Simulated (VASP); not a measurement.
Mg12Br: single point with LDA

The system is Mg12Br, a slab with vacuum.

```xyz
13
Lattice="6.4200 0.0000 0.0000 3.2100 5.5599 0.0000 0.0000 0.0000 16.2130" Properties=species:S:1:pos:R:3 pbc="T T T"
Mg    0.0000    0.0000    1.0000
Mg    3.2100    0.0000    1.0000
Mg    1.6050    2.7799    1.0000
Mg    4.8150    2.7799    1.0000
Mg    0.6764    1.9248    3.2682
Mg    3.6908    1.6932    3.7575
Mg    2.4737    4.6204    3.3750
Mg    5.3945    4.7134    3.0746
Mg    0.7562    0.3999    6.2711
Mg    3.9383   -0.1947    6.1458
Mg    1.9984    2.2906    6.0053
Mg    5.0768    2.7547    5.9807
Br    4.8478    1.3690    8.3421
```

| Property | Result |
| --- | --- |
| Program | VASP 6.6.1 |
| Task | single point |
| Functional | LDA |
| Potentials or basis | VASP PAW LDA potentials, release 64 (Mg, Br) |
| Cutoff | 520 eV |
| k mesh | 2 × 2 × 1 |
| Occupations | fermi-dirac, width 0.1 eV |
| Spin | no spin polarisation |
| Dipole correction | no |
| Further INCAR settings | ALGO = Normal; EDIFF = 1e-07; NBANDS = 28 |

```
Largest force : 3.440 eV/Å
```

Forces in eV/Å, atoms in the order of the input:
```
Mg   0.145  0.311 -0.927
Mg   0.895  0.711 -1.415
Mg   0.500  0.380 -0.946
Mg  -0.094 -0.258 -0.117
Mg  -0.788 -0.311  1.292
Mg   0.293 -0.054 -0.389
Mg  -0.705 -0.319  1.365
Mg  -0.385 -0.682  2.066
Mg  -1.806 -2.925 -0.118
Mg  -0.063 -0.059  0.009
Mg   1.535  3.022 -0.366
Mg   0.413  0.323  0.325
Br   0.058 -0.139 -0.779
```

Levels at points of the mesh, in eV from the Fermi level:
| k point | band 10 | band 11 | band 12 | band 13 | band 14 | band 15 | band 16 | band 17 | band 18 | band 19 |
| --- | --- | --- | --- | --- | --- | --- | --- | --- | --- | --- |
| (0.00, 0.00, 0.00) | -2.11 | -1.96 | -1.89 | -1.78 | -0.95 | -0.82 | -0.71 | -0.33 | -0.12 | -0.05 |
| (0.50, 0.00, 0.00) | -3.07 | -1.95 | -1.66 | -1.41 | -1.29 | 0.14 | 0.17 | 0.52 | 1.00 | 1.29 |
| (0.50, 0.50, 0.00) | -3.04 | -1.91 | -1.58 | -1.45 | -1.34 | 0.24 | 0.28 | 0.47 | 0.95 | 1.28 |
| (0.00, 0.50, 0.00) | -3.08 | -2.09 | -1.62 | -1.47 | -1.27 | -0.04 | 0.32 | 0.67 | 0.97 | 1.33 |

It took 110 s on 1 thread of AMD EPYC 9R45 96-Core Processor (Zen 5), with other jobs on the host, peak memory 0.42 GiB.

Caveat: the k points lie up to 0.57 Å⁻¹ apart; an odd number of electrons without spin polarisation forces a metal; a magnetic or distorted state may lie lower.
